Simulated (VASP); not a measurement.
Here is a VASP 6.6.1 calculation.

INCAR

```
SYSTEM = BeRu
ALGO = Normal ; EDIFF = 1E-6
ENCUT = 520 ; GGA_COMPAT = .False.
ISIF = 2 ; ISMEAR = -1
LASPH = .True. ; LCHARG = .False.
LMAXMIX = 4 ; LORBIT = 11
LORBMOM = .True. ; LREAL = .False.
LSORBIT = .True. ; LWAVE = .False.
MAGMOM = 0 0 0 0 0 0 ; NBANDS = 28
NELM = 150 ; PREC = Accurate
SIGMA = 0.05
```

The input KPOINTS:

```
k-points
0
Gamma
  13 13 8
  0 0 0
```

POSCAR

```
BeRu
1.0
    2.2883455500      0.0000000000      0.0000000000
    0.0000000000      2.2883455500      0.0000000000
    0.0000000000      0.0000000000      3.7829166300
Be Ru
1 1
Direct
    0.5000000000      0.5000000000      0.0000000000
    0.5000000000      0.5000000000      0.5000000000
```

Potentials or basis: VASP PAW LDA potentials, release 64 (Be, Ru_pv).

The run is started by

```console
$ cat potpaw_LDA.64/Be/POTCAR potpaw_LDA.64/Ru_pv/POTCAR > POTCAR
$ mpirun -np 1 vasp_ncl > vasp.out
```

Task: Estimate the pressure.

Result: 82.6 GPa.

Task: Estimate the net moment.

Result: 0.00 μB per cell.

Stress tensor (GPa, compression positive):
```
 64.71   0.00   0.00
  0.00  64.71   0.00
  0.00   0.00 118.45
```

Caveat: the cell stands under pressure.
